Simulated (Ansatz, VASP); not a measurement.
**WS2 in VASP and in Ansatz**

File POSCAR:

```
WS2
1.0
    3.1835163552      0.0000000000      0.0000000000
   -1.5917581776      2.7570060369      0.0000000000
    0.0000000000      0.0000000000     16.2725547744
W S
1 2
Direct
    0.3333333333      0.6666666667      0.0000000000
    0.6666666667      0.3333333333      0.9079994900
    0.6666666667      0.3333333333      0.0920005100
```

Contents of INCAR.step1:

```
  ALGO = Normal
  EDIFF = 1E-4
  ENCUT = 520
  GGA = PE
  ISMEAR = 0
  LASPH = T
  LCHARG = F
  LREAL = F
  LWAVE = T
  NBANDS = 20
  NELM = 80
  PREC = Accurate
  SIGMA = 0.05
```

Contents of INCAR.step2:

```
  ALGO = Normal
  EDIFF = 1E-7
  ENCUT = 520
  ISIF = 2
  ISMEAR = 0
  ISTART = 1
  LASPH = T
  LCHARG = F
  LMIXTAU = T
  LREAL = F
  LWAVE = F
  METAGGA = R2SCAN
  NBANDS = 20
  NELM = 80
  PREC = Accurate
  SIGMA = 0.05
```

The input KPOINTS:

```
k-points
0
Gamma
  12 12 2
```

Input for Ansatz:

```yaml
crystal:
  lattice:
    - [3.1835163552, 0.0, 0.0]
    - [-1.5917581776, 2.7570060369, 0.0]
    - [0.0, 0.0, 16.2725547744]
  atoms:
    - { symbol: W, position: [0.3333333333, 0.6666666667, 0.0] }
    - { symbol: S, position: [0.6666666667, 0.3333333333, 0.90799949] }
    - { symbol: S, position: [0.6666666667, 0.3333333333, 0.09200051] }
basis:
  ecutwfc: 500
kpoints:
  mp_grid: { grid: [12, 12, 2] }
hamiltonian:
  xc: r2scan
scf:
  occupations: { method: gaussian, width: 0.05 }
output:
  forces: true
  stress: true
  eigenvalues: true
```

Change from the starting cell: strain -0.0400 x Voigt [0, 0, 1, 0, 0, 0], atoms carried along.

Alike in both runs: task single point; functional r2SCAN; k mesh 12 × 12 × 2; occupations gaussian, width 0.05 eV; no spin polarisation.

```csv
,VASP,Ansatz
version,VASP 6.6.1,Ansatz 0.2.0
potentials or method,"VASP PAW PBE potentials, release 64 (W_sv, S), cutoff 520 eV","scalar-relativistic, plane waves, PAW"
valence electrons in the cell,26,26
```

VASP gave:

* gap on the k mesh at the Fermi level (eV): 1.41
* least direct gap on the mesh (eV): 1.76
* rms of the force components (eV/Å): 0.662

Problem. What did Ansatz give for the same quantities?

Solution. gap on the k mesh at the Fermi level (eV): 1.39; least direct gap on the mesh (eV): 1.75; rms of the force components (eV/Å): 0.652.

VASP's potentials were made for PBE, not for r2SCAN. Atom by atom the forces differ by 0.010 eV/Å (rms over components). With one functional, cell and mesh, what is left measures potentials, basis and numerics.

Spin-orbit coupling is off throughout.
